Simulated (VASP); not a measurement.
# In3SbTe2 (P-3m1) in VASP: further runs

Runs on In3SbTe2. Level: PBE. Tasks: single point.

Everything below comes from runs of VASP 6.6.1. Logs are shortened: lines on timing, memory, paths and dates and some standing lists are left out, and cuts for length are marked.

## 1. The cell of the first run

It takes space group P-3m1 (No. 164, trigonal). The conventional cell has a = 4.464 Å, b = 4.464 Å, c = 10.823 Å, α = 90.00°, β = 90.00°, γ = 120.00°. Within 4.2 Å of In (site symmetry -3m) lie 6 Te at 3.17 Å. In (site symmetry 3m) has 3 Sb at 3.07 Å and 3 Te at 3.19 Å within 4.0 Å. Within 4.0 Å of Sb (site symmetry -3m) lie 6 In at 3.07 Å. Te (site symmetry 3m) has 6 In at 3.17 to 3.19 Å within 4.2 Å.

## 2. Single point, PBE (31.14 Å³/atom)

File INCAR:

```
PREC = Accurate
ENCUT = 520
EDIFF = 1E-6
ISMEAR = 0
SIGMA = 0.1
LREAL = False
LASPH = True
NELM = 80
ALGO = Normal
ISIF = 2
LWAVE = False
LCHARG = False
GGA = PE
NBANDS = 37
```

File KPOINTS:

```
regular mesh
0
Gamma
  9 9 4
```

File POSCAR:

```
In3SbTe2
1.0
    4.4644590811      0.0000000000      0.0000000000
   -2.2322295405      3.8663349784      0.0000000000
    0.0000000000      0.0000000000     10.8226864303
In Sb Te
3 1 2
Direct
    0.0000000000      0.0000000000      0.5000000000
    0.3333333333      0.6666666667      0.1547935526
    0.6666666667      0.3333333333      0.8452064474
    0.0000000000      0.0000000000      0.0000000000
    0.3333333333      0.6666666667      0.6709982781
    0.6666666667      0.3333333333      0.3290017219
```

Potentials or basis: VASP PAW PBE potentials, release 64 (In_d, Sb, Te).

Run with:

```
$ cat potpaw_PBE.64/In_d/POTCAR potpaw_PBE.64/Sb/POTCAR potpaw_PBE.64/Te/POTCAR > POTCAR
$ mpirun -np 1 vasp_std > vasp.out
```

OUTCAR:

```text
PREC = Accurate
   ENCUT = 520
   EDIFF = 1E-6
   ISMEAR = 0
   LREAL = False
   LASPH = True
   NELM = 80
   ISIF = 2
   GGA = PE

 ion  position               nearest neighbor table
   1  0.000  0.000  0.500-   5 3.17   6 3.17   5 3.17   6 3.17   6 3.17   5 3.17
   2  0.333  0.667  0.155-   4 3.07   4 3.07   4 3.07   6 3.19   6 3.19   6 3.19
   3  0.667  0.333  0.845-   4 3.07   4 3.07   4 3.07   5 3.19   5 3.19   5 3.19
   4  0.000  0.000  0.000-   2 3.07   3 3.07   2 3.07   3 3.07   3 3.07   2 3.07
   5  0.333  0.667  0.671-   1 3.17   1 3.17   1 3.17   3 3.19   3 3.19   3 3.19
   6  0.667  0.333  0.329-   1 3.17   1 3.17   1 3.17   2 3.19   2 3.19   2 3.19

  LATTYP: Found a hexagonal cell.
 ALAT       =     4.4644590811
 C/A-ratio  =     2.4241876191

  Lattice vectors:

 A1 = (   4.4644590811,   0.0000000000,   0.0000000000)
 A2 = (  -2.2322295405,   3.8663349784,   0.0000000000)
 A3 = (   0.0000000000,   0.0000000000,  10.8226864303)

Analysis of symmetry for initial positions (statically):
=====================================================================
 Subroutine PRICEL returns:
 Original cell was already a primitive cell.

 Routine SETGRP: Setting up the symmetry group for a
 hexagonal supercell.

 Subroutine GETGRP returns: Found 12 space group operations
 (whereof 12 operations were pure point group operations)
 out of a pool of 24 trial point group operations.

The static configuration has the point symmetry D_3d.

Analysis of symmetry for dynamics (positions and initial velocities):
=====================================================================
 Subroutine PRICEL returns:
 Original cell was already a primitive cell.

 Routine SETGRP: Setting up the symmetry group for a
 hexagonal supercell.

 Subroutine GETGRP returns: Found 12 space group operations
 (whereof 12 operations were pure point group operations)
 out of a pool of 24 trial point group operations.

The dynamic configuration has the point symmetry D_3d.

 Subroutine INISYM returns: Found 12 space group operations
 (whereof 12 operations are pure point group operations),
 and found     1 'primitive' translations

----------------------------------------------------------------------------------------

                                     Primitive cell

  volume of cell :     186.8114

  direct lattice vectors                    reciprocal lattice vectors
     4.464459081  0.000000000  0.000000000     0.223991301  0.129321438  0.000000000
    -2.232229541  3.866334978  0.000000000     0.000000000  0.258642876  0.000000000
     0.000000000  0.000000000 10.822686430     0.000000000  0.000000000  0.092398501

  length of vectors
     4.464459081  4.464459081 10.822686430     0.258642876  0.258642876  0.092398501

  position of ions in fractional coordinates (direct lattice)
     0.000000000  0.000000000  0.500000000
     0.333333333  0.666666667  0.154793553
     0.666666667  0.333333333  0.845206447
     0.000000000  0.000000000  0.000000000
     0.333333333  0.666666667  0.670998278
     0.666666667  0.333333333  0.329001722

  ion indices of the primitive-cell ions
   primitive index   ion index
                 1           1
                 2           2
                 3           3
                 4           4
                 5           5
                 6           6

----------------------------------------------------------------------------------------

 KPOINTS: regular mesh

Automatic generation of k-mesh.
 Grid dimensions read from file:
 generate k-points for:    9    9    4

 Generating k-lattice:

  Cartesian coordinates                     Fractional coordinates (reciprocal lattice)
     0.024887922  0.014369049  0.000000000     0.111111111  0.000000000  0.000000000
     0.000000000  0.028738097  0.000000000     0.000000000  0.111111111  0.000000000
     0.000000000  0.000000000  0.023099625     0.000000000  0.000000000  0.250000000

  Length of vectors
     0.028738097  0.028738097  0.023099625

  Shift w.r.t. Gamma in fractional coordinates (k-lattice)
     0.000000000  0.000000000  0.000000000

 Subroutine IBZKPT returns following result:
 ===========================================

 Found     43 irreducible k-points:

 Following reciprocal coordinates:
            Coordinates               Weight
  0.000000  0.000000  0.000000      1.000000
  0.111111  0.000000  0.000000      6.000000
  0.222222 -0.000000  0.000000      6.000000
  0.333333 -0.000000  0.000000      6.000000
  0.444444 -0.000000  0.000000      6.000000
  0.111111  0.111111  0.000000      6.000000
[... 16 lines left out ...]
  0.222222  0.111111  0.250000     12.000000
 -0.111111  0.333333  0.250000     12.000000
 [... further k-points ...]
   k-points           NKPTS =     43   k-points in BZ     NKDIM =     43   number of bands    NBANDS=     37
   number of dos      NEDOS =    301   number of ions     NIONS =      6
   total plane-waves  NPLWV = 103680
   dimension x,y,z NGX =    36 NGY =   36 NGZ =   80
   dimension x,y,z NGXF=    72 NGYF=   72 NGZF=  160
   ions per type =               3   1   2
   NGX,Y,Z   is equivalent  to a cutoff of  13.41, 13.41, 12.29 a.u.
   NGXF,Y,Z  is equivalent  to a cutoff of  26.81, 26.81, 24.58 a.u.
 SYSTEM =  unknown system
   PREC   = accura    normal or accurate (medium, high low for compatibility)
   ISTART =      0    job   : 0-new  1-cont  2-samecut
   ICHARG =      2    charge: 1-file 2-atom 10-const
   ISPIN  =      1    spin polarized calculation?
   LNONCOLLINEAR =      F non collinear calculations
   LSORBIT =      F    spin-orbit coupling
   LASPH  =      T    aspherical Exc in radial PAW
   ENCUT  =  520.0 eV  38.22 Ry    6.18 a.u.   8.30  8.30 20.12*2*pi/ulx,y,z
   NELM   =     80;   NELMIN=  2; NELMDL= -5     # of ELM steps
   EDIFF  = 0.1E-05   stopping-criterion for ELM
   LREAL  =      F    real-space projection
[... 7 lines left out ...]
   TEBEG  =    0.0;   TEEND  =   0.0 temperature during run
   PSTRESS=    0.0 pullay stress
   NELECT =      56.0000    total number of electrons
   NUPDOWN=      -1.0000    fix difference up-down
   EMIN   =  10.00;   EMAX   =-10.00  energy-range for DOS
   EFERMI =   0.00;   METHOD = LEGACY
   ISMEAR =     0;   SIGMA  =   0.10  broadening in eV -4-tet -1-fermi 0-gaus
   EFERMI_NEDOS =   21; number of points for ismear=-14 and -15
   IALGO  =     38    algorithm
   IMIX   =      4    mixing-type and parameters
     AMIX     =   0.40;   BMIX     =  1.00
     AMIX_MAG =   1.60;   BMIX_MAG =  1.00
  volume/ion in A,a.u.               =      31.14       210.11
  Fermi-wavevector in a.u.,A,eV,Ry     =   1.095645  2.070468 16.332938  1.200437
  Thomas-Fermi vector in A             =   2.231972
   LORBIT       =      0    0 simple, 1 ext, 2 COOP (PROOUT), +10 PAW based schemes
   GGA     = PE    functional components
   LHFCALC =     F    Hartree Fock is set to
   AEXX    =    0.0000 exact exchange contribution
   IVDW    =     0    specifies the selected vdW correction
   LEPSILON=     F    determine dielectric tensor
   LRPA    =     F    only Hartree local field effects (RPA)
 non-spin polarized calculation
 Gauss-broadening in eV      SIGMA  =   0.10
  energy-cutoff  :      520.00
  volume of cell :      186.81
 maximum number of plane-waves:      5068
 NGX is ok and might be reduce to    36
   NGX = 17   NGY = 17   NGZ = 41

 number of electron      56.0000002 magnetization

 Free energy of the ion-electron system (eV)
  ---------------------------------------------------
  ext. energy  EPLUGINS =         0.00000000
  ---------------------------------------------------
  free energy    TOTEN  =       -19.33623058 eV

  energy without entropy =      -19.32703295  energy(sigma->0) =      -19.33163177

 E-fermi :   5.9925     XC(G=0):  -9.3852

 val. band max:        5.9867478957   @ k =  -0.2222  -0.4444   0.2500
 cond. band min:       6.0671326155   @ k =  -0.1111   0.4444   0.2500
 fundamental gap:      0.0803847199
 Fermi energy:         5.9925000365

 k-point     1 :       0.0000    0.0000    0.0000
  band No.  band energies     occupation
      1      -8.5078      2.00000
      2      -8.5078      2.00000
      3      -8.4982      2.00000
      4      -8.4982      2.00000
      5      -8.4870      2.00000
      6      -8.4870      2.00000
[... 29 lines left out ...]
     36       9.0308      0.00000
     37      11.4198      0.00000

 k-point     2 :       0.1111    0.0000    0.0000
  band No.  band energies     occupation
      1      -8.5188      2.00000
      2      -8.5080      2.00000
      3      -8.5042      2.00000
      4      -8.4941      2.00000
      5      -8.4904      2.00000
      6      -8.4877      2.00000
[... 29 lines left out ...]
     36      10.3182      0.00000
     37      10.7184      0.00000

 k-point     3 :       0.2222   -0.0000    0.0000
  band No.  band energies     occupation
      1      -8.5477      2.00000
      2      -8.5176      2.00000
      3      -8.5081      2.00000
      4      -8.5001      2.00000
      5      -8.4901      2.00000
      6      -8.4850      2.00000
[... 29 lines left out ...]
     36      10.4882      0.00000
     37      10.8451      0.00000

 k-point     4 :       0.3333   -0.0000    0.0000
  band No.  band energies     occupation
      1      -8.5805      2.00000
      2      -8.5295      2.00000
      3      -8.5139      2.00000
      4      -8.5086      2.00000
      5      -8.4924      2.00000
      6      -8.4795      2.00000
[... 29 lines left out ...]
     36      10.2288      0.00000
     37      11.5894      0.00000
[... 683 lines left out ...]
      1      -8.5342      2.00000
      2      -8.5217      2.00000
      3      -8.5037      2.00000
      4      -8.4985      2.00000
      5      -8.4899      2.00000
      6      -8.4865      2.00000
[... 29 lines left out ...]
     36      10.5363      0.00000
     37      10.6875      0.00000

 k-point    23 :       0.2222    0.1111    0.2500
  band No.  band energies     occupation
      1      -8.5528      2.00000
      2      -8.5480      2.00000
      3      -8.5095      2.00000
      4      -8.4972      2.00000
      5      -8.4953      2.00000
      6      -8.4814      2.00000
[... 29 lines left out ...]
     36      10.6795      0.00000
     37      11.1036      0.00000

 k-point    24 :      -0.1111    0.3333    0.2500
  band No.  band energies     occupation
      1      -8.5627      2.00000
      2      -8.5287      2.00000
      3      -8.5200      2.00000
      4      -8.4967      2.00000
      5      -8.4891      2.00000
      6      -8.4869      2.00000
[... 29 lines left out ...]
     36      10.5996      0.00000
     37      10.8268      0.00000

 [... further k-points ...]

------------------------ aborting loop because EDIFF is reached ----------------------------------------

  FORCE on cell =-STRESS in cart. coord.  units (eV):
  Direction    XX          YY          ZZ          XY          YZ          ZX
  --------------------------------------------------------------------------------------
  -------------------------------------------------------------------------------------
  Total       -1.4252946     -1.4252946     -1.4249572     -0.0000000      0.0000000     -0.0000000
  in kB      -12.2239569    -12.2239569    -12.2210633     -0.0000000      0.0000000     -0.0000000
  external PRESSURE =     -12.2229924 kB  Pullay stress =       0.0000000 kB

 VOLUME and BASIS-vectors are now :
 -----------------------------------------------------------------------------
  energy-cutoff  :      520.00
  volume of cell :      186.81
      direct lattice vectors                 reciprocal lattice vectors
     4.464459081  0.000000000  0.000000000     0.223991301  0.129321438  0.000000000
    -2.232229541  3.866334978  0.000000000     0.000000000  0.258642876  0.000000000
     0.000000000  0.000000000 10.822686430     0.000000000  0.000000000  0.092398501

 POSITION                                       TOTAL-FORCE (eV/Angst)
 -----------------------------------------------------------------------------------
      0.00000      0.00000      5.41134         0.000000     -0.000000      0.000000
     -0.00000      2.57756      1.67528        -0.000000      0.000000      0.002333
      2.23223      1.28878      9.14740        -0.000000     -0.000000     -0.002333
      0.00000      0.00000      0.00000         0.000000     -0.000000      0.000000
     -0.00000      2.57756      7.26200         0.000000     -0.000000      0.002523
      2.23223      1.28878      3.56068        -0.000000      0.000000     -0.002523
 -----------------------------------------------------------------------------------
    total drift:                                0.000000     -0.000000     -0.000000

  FREE ENERGIE OF THE ION-ELECTRON SYSTEM (eV)
  ---------------------------------------------------
  free  energy   TOTEN  =       -19.3362305808 eV

  energy  without entropy=      -19.3270329531  energy(sigma->0) =      -19.33163177
```

Run time: 5.5 min. Hardware: 1 thread of Intel Xeon Platinum 8259CL at 2.50GHz (Skylake/Cascade Lake), shared host; peak memory 0.48 GiB.

Results:

```yaml
Free_energy: -19.3362 eV
Pressure: -1.2 GPa
Band_gap_on_the_k_mesh: zero (bands 28 and 29 overlap by 1.39 eV)
```

Forces in eV/Å, atoms in the order of the input:
```
In   0.000  0.000  0.000
In   0.000  0.000  0.002
In   0.000  0.000 -0.002
Sb   0.000  0.000  0.000
Te   0.000  0.000  0.003
Te   0.000  0.000 -0.003
```

Caveat: spin-orbit coupling is left out, which moves the levels of the heavy elements.

## 3. Single point, PBE (32.04 Å³/atom)

This run uses another cell than the first one, of 32.04 Å³/atom.

INCAR: that of step 2 with these lines changed.

```diff
@@ -11,4 +11,6 @@
 LWAVE = False
-LCHARG = False
+LCHARG = True
 GGA = PE
+LELF = True
+LVHAR = True
 NBANDS = 37
```

File KPOINTS:

```
Automatic mesh
0
Gamma
  9 9 4
```

File POSCAR:

```
In3SbTe2
1.0
    4.5071361623      0.0000000000      0.0000000000
   -2.2535680811      3.9032944149      0.0000000000
    0.0000000000      0.0000000000     10.9279840606
In Sb Te
3 1 2
Direct
    0.0000000000      0.0000000000      0.5000000000
    0.3333333333      0.6666666667      0.1545203915
    0.6666666667      0.3333333333      0.8454796085
    0.0000000000      0.0000000000      0.0000000000
    0.3333333333      0.6666666667      0.6717533243
    0.6666666667      0.3333333333      0.3282466757
```

Potentials or basis: VASP PAW PBE potentials, release 64 (In_d, Sb, Te).

Run with:

```
$ cat potpaw_PBE.64/In_d/POTCAR potpaw_PBE.64/Sb/POTCAR potpaw_PBE.64/Te/POTCAR > POTCAR
$ mpirun -np 1 vasp_std > vasp.out
```

OUTCAR:

```text
PREC = Accurate
   ENCUT = 520
   EDIFF = 1E-6
   ISMEAR = 0
   LREAL = False
   LASPH = True
   NELM = 80
   ISIF = 2
   GGA = PE

 ion  position               nearest neighbor table
   1  0.000  0.000  0.500-   5 3.21   6 3.21   6 3.21   5 3.21   6 3.21   5 3.21
   2  0.333  0.667  0.155-   4 3.10   4 3.10   4 3.10   6 3.22   6 3.22   6 3.22
   3  0.667  0.333  0.845-   4 3.10   4 3.10   4 3.10   5 3.22   5 3.22   5 3.22
   4  0.000  0.000  0.000-   2 3.10   3 3.10   3 3.10   2 3.10   3 3.10   2 3.10
   5  0.333  0.667  0.672-   1 3.21   1 3.21   1 3.21   3 3.22   3 3.22   3 3.22
[... 1169 lines left out ...]
  -------------------------------------------------------------------------------------
  Total       -2.6389489     -2.6389489     -2.6351404     -0.0000000      0.0000000      0.0000000
  in kB      -21.9922429    -21.9922429    -21.9605042     -0.0000000      0.0000000      0.0000000
  external PRESSURE =     -21.9816633 kB  Pullay stress =       0.0000000 kB

 VOLUME and BASIS-vectors are now :
 -----------------------------------------------------------------------------
  energy-cutoff  :      520.00
  volume of cell :      192.25
      direct lattice vectors                 reciprocal lattice vectors
     4.507136162  0.000000000  0.000000000     0.221870377  0.128096922  0.000000000
    -2.253568081  3.903294415  0.000000000     0.000000000  0.256193844  0.000000000
     0.000000000  0.000000000 10.927984061     0.000000000  0.000000000  0.091508186

 POSITION                                       TOTAL-FORCE (eV/Angst)
 -----------------------------------------------------------------------------------
      0.00000      0.00000      5.46399        -0.000000      0.000000      0.000000
     -0.00000      2.60220      1.68860        -0.000000      0.000000      0.004135
      2.25357      1.30110      9.23939         0.000000     -0.000000     -0.004135
      0.00000      0.00000      0.00000        -0.000000      0.000000      0.000000
     -0.00000      2.60220      7.34091        -0.000000     -0.000000      0.003320
      2.25357      1.30110      3.58707         0.000000      0.000000     -0.003320
 -----------------------------------------------------------------------------------
    total drift:                               -0.000000     -0.000000      0.000000

  FREE ENERGIE OF THE ION-ELECTRON SYSTEM (eV)
  ---------------------------------------------------
  free  energy   TOTEN  =       -19.2789120650 eV

  energy  without entropy=      -19.2694841153  energy(sigma->0) =      -19.27419809
```

OSZICAR:

```text
N       E                     dE             d eps       ncg     rms          rms(c)
DAV:   1     0.493719435045E+03    0.49372E+03   -0.24234E+04  3182   0.159E+03
DAV:   2     0.377392782678E+02   -0.45598E+03   -0.44512E+03  3187   0.405E+02
DAV:   3    -0.165816949346E+02   -0.54321E+02   -0.53070E+02  3926   0.155E+02
DAV:   4    -0.193923875002E+02   -0.28107E+01   -0.27966E+01  3786   0.350E+01
DAV:   5    -0.195352247815E+02   -0.14284E+00   -0.14280E+00  4705   0.769E+00    0.660E+00
DAV:   6    -0.192801033137E+02    0.25512E+00   -0.58967E-01  4202   0.702E+00    0.396E+00
DAV:   7    -0.192819211068E+02   -0.18178E-02   -0.28714E-01  4580   0.331E+00    0.880E-01
DAV:   8    -0.192782270026E+02    0.36941E-02   -0.35444E-02  4055   0.163E+00    0.484E-01
DAV:   9    -0.192786467361E+02   -0.41973E-03   -0.29806E-03  3975   0.241E-01    0.241E-01
DAV:  10    -0.192788853960E+02   -0.23866E-03   -0.38058E-04  4175   0.137E-01    0.699E-02
DAV:  11    -0.192789092882E+02   -0.23892E-04   -0.46672E-05  4592   0.466E-02    0.460E-02
DAV:  12    -0.192789124195E+02   -0.31313E-05   -0.14990E-05  3503   0.311E-02    0.959E-03
DAV:  13    -0.192789120650E+02    0.35444E-06   -0.92312E-07  2348   0.146E-02
   1 F= -.19278912E+02 E0= -.19274198E+02  d E =-.942795E-02
```

Run time: 6 min. Hardware: 1 thread of Intel Xeon Platinum 8259CL at 2.50GHz (Skylake/Cascade Lake), shared host; peak memory 0.49 GiB.

What came out:

```
Free energy            : -19.2789 eV
Pressure               : -2.2 GPa
Largest force          : 0.004 eV/Å
Band gap on the k mesh : zero (bands 28 and 29 overlap by 1.32 eV)
```

Forces on the atoms (eV/Å):
```
In   0.000  0.000  0.000
In   0.000  0.000  0.004
In   0.000  0.000 -0.004
Sb   0.000  0.000  0.000
Te   0.000  0.000  0.003
Te   0.000  0.000 -0.003
```

Caveat: spin-orbit coupling is left out, which moves the levels of the heavy elements.

[end of part 1 of 2]
